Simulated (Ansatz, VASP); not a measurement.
One calculation of Cd4S3, two programs

```
CELL_PARAMETERS angstrom
4.09679 0.00000 0.00000
-2.04840 3.54793 0.00000
0.00000 0.00000 12.71064
ATOMIC_POSITIONS crystal
Cd 0.00000 0.00000 0.55618
Cd 0.33333 0.66667 0.84716
Cd 0.33333 0.66667 0.28129
Cd 0.00000 0.00000 0.00473
S 0.33333 0.66667 0.48106
S 0.00000 0.00000 0.75669
S 0.00000 0.00000 0.20649
```

Alike in both runs: functional PBE; k mesh 5 × 5 × 2; occupations gaussian, width 0.2 eV; no spin polarisation.

Ansatz relaxed the structure, and its values are those at the end. VASP's run is a single point on that final structure, the one shown.

```csv
,VASP,Ansatz
version,VASP 6.6.1,Ansatz 0.2.0
potentials or method,"VASP PAW PBE potentials, release 64 (Cd, S), cutoff 520 eV","scalar-relativistic, plane waves, PAW"
valence electrons in the cell,66,98
```

|  | VASP | Ansatz | Ansatz less VASP |
| --- | --- | --- | --- |
| gap on the k mesh at the Fermi level (eV) | 0.69 | 0.69 | -0.001 |
| least direct gap on the mesh (eV) | 0.73 | 0.73 | -0.001 |
| pressure (GPa) | 0.3 | 0.0 | -0.27 |
| rms of the force components (eV/Å) | 0.011 | 0.011 | -0.0001 |

With one functional, cell and mesh, what is left measures potentials, basis and numerics. VASP's potentials hold 66 valence electrons a cell and Ansatz's 98, so a difference there can come from the potentials and not from the codes.
